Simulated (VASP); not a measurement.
Here is a VASP 6.6.1 calculation.

File INCAR:

```
PREC = Accurate
ENCUT = 520
EDIFF = 1E-6
ISMEAR = 0
SIGMA = 0.15
LREAL = F
LASPH = T
NELM = 60
ALGO = Normal
ISIF = 2
LWAVE = F
LCHARG = T
GGA = PE
LELF = T
LVHAR = T
NBANDS = 52
```

File KPOINTS:

```
Automatic mesh
0
Gamma
  5 5 5
```

Contents of POSCAR:

```
Yb3InC
1.0
    5.0632500000      0.0000000000      0.0000000000
    0.0000000000      5.0632500000      0.0000000000
    0.0000000000      0.0000000000      5.0632500000
Yb In C
3 1 1
Direct
    0.5000000000      0.0000000000      0.5000000000
    0.0000000000      0.5000000000      0.5000000000
    0.5000000000      0.5000000000      0.0000000000
    0.0000000000      0.0000000000      0.0000000000
    0.5000000000      0.5000000000      0.5000000000
```

Potentials or basis: VASP PAW PBE potentials, release 64 (Yb, In_d, C).

Command:

```console
$ cat potpaw_PBE.64/Yb/POTCAR potpaw_PBE.64/In_d/POTCAR potpaw_PBE.64/C/POTCAR > POTCAR
$ mpirun -np 1 vasp_std > vasp.out
```

(1) What does it give for the pressure?

## Answers

(1) -3.9 GPa.
